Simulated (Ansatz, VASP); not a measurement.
# Si2B3 in VASP and in Ansatz

```
CELL_PARAMETERS angstrom
5.19574 0.00000 0.00000
0.00000 4.70830 0.00000
0.00000 0.00000 3.12873
ATOMIC_POSITIONS crystal
Si 0.75570 0.00000 0.32628
Si 0.24430 0.00000 0.32628
B 0.50000 0.32960 0.32628
B 0.50000 0.67040 0.32628
B 0.00000 0.00000 0.82629
```

Alike in both runs: functional PBE; k mesh 4 × 4 × 5; occupations gaussian, width 0.2 eV; no spin polarisation.

Ansatz relaxed the structure, and its values are those at the end. VASP's run is a single point on that final structure, the one shown.

```csv
,VASP,Ansatz
version,VASP 6.6.1,Ansatz 0.2.0
potentials or method,"VASP PAW PBE potentials, release 64 (Si, B), cutoff 500 eV","scalar-relativistic, plane waves, PAW"
valence electrons in the cell,17,17
```

|  | VASP | Ansatz | Ansatz less VASP |
| --- | --- | --- | --- |
| gap on the k mesh at the Fermi level (eV) | none | none | - |
| pressure (GPa) | 0.0 | 0.1 | +0.07 |
| rms of the force components (eV/Å) | 0.005 | 0.004 | -0.0013 |

A gap of «none» marks a metal or a gap that the smearing closes.

The k mesh is coarse, so the values compare programs but aren't converged.
